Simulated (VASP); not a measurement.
Runs of VASP 6.6.1 on Hf. The structure is that of space group R-3m (No. 166), or close to it. The cells are those of the table. 

```tsv
task	cell	k mesh	cutoff (eV)	gap on the mesh (eV)	pressure (GPa)	largest force (eV/Å)
single point	a = 8.285 Å, angles 23.2°, 3 atoms	6 × 6 × 6	520	none	-11.7	0.06
single point	a = 7.924 Å, angles 23.2°, 3 atoms	6 × 6 × 6	520	none	(a)	0.01
single point	a = 7.888 Å, angles 23.4°, 3 atoms	15 × 15 × 15	520	none	-0.4	-
relaxation of cell and atoms	relaxed from a = 8.285 Å, angles 23.2°, 3 atoms	6 × 6 × 6	600	none	-0.1	0.03
```

Alike in all rows: level PBE; potentials or basis VASP PAW PBE potentials, release 64 (Hf_pv); no spin polarisation; smearing gaussian 0.1 eV.

Task: Fill in the values left out.

Result: (a) -0.7.

Caveats: some runs use coarse meshes; spin-orbit coupling is left out, which moves the levels of the heavy elements.

A k mesh can miss the band edges, and the runs leave out spin-orbit coupling on Hf.

A gap of «none» marks levels without a gap at the run's occupations.
